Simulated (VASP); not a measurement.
Set up this calculation in VASP 6.6.1, as the native input.

```
Task                   : single point
Functional             : PBE
Potentials or basis    : VASP PAW PBE potentials, release 64 (Al)
Cutoff                 : 520 eV
k mesh                 : 20 × 20 × 20
Occupations            : gaussian, width 0.15 eV
Spin                   : no spin polarisation
Dipole correction      : no
Further INCAR settings : ALGO = Fast; EDIFF = 1e-07; NBANDS = 8
```

The structure of Al lies in POSCAR:

```
Al
1.0
    0.0379496250      2.0239800000      2.0239800000
    2.0239800000      0.0379496250      2.0239800000
    2.0619296250      2.0619296250      0.0000000000
Al
1
Direct
    0.0000000000      0.0000000000      0.0000000000
```

This cell differs from its parent crystal: strain +0.0375 x Voigt [0, 0, 0, 0, 0, 1].

The input as run:

INCAR

```
  ALGO = Fast
  EDIFF = 1E-7
  ENCUT = 520
  GGA = PE
  ISIF = 2
  ISMEAR = 0
  LASPH = True
  LCHARG = False
  LREAL = False
  LWAVE = False
  NBANDS = 8
  NELM = 60
  PREC = Accurate
  SIGMA = 0.15
```

KPOINTS

```
k-points
0
Gamma
  20 20 20
```

Potentials or basis: VASP PAW PBE potentials, release 64 (Al).

Command:

```sh
$ cat potpaw_PBE.64/Al/POTCAR > POTCAR
$ mpirun -np 1 vasp_std > vasp.out
```

Results of the run:

The pressure is -0.3 GPa and the band gap on the k mesh is zero (an odd number of electrons rules out a gap without spin polarisation).

Caveat: the cell differs from its parent crystal (strain +0.0375 x Voigt [0, 0, 0, 0, 0, 1]).

Run time: 2.2 min on 1 thread of Intel Xeon 8259CL, with other jobs on the host, peak memory 0.25 GiB.
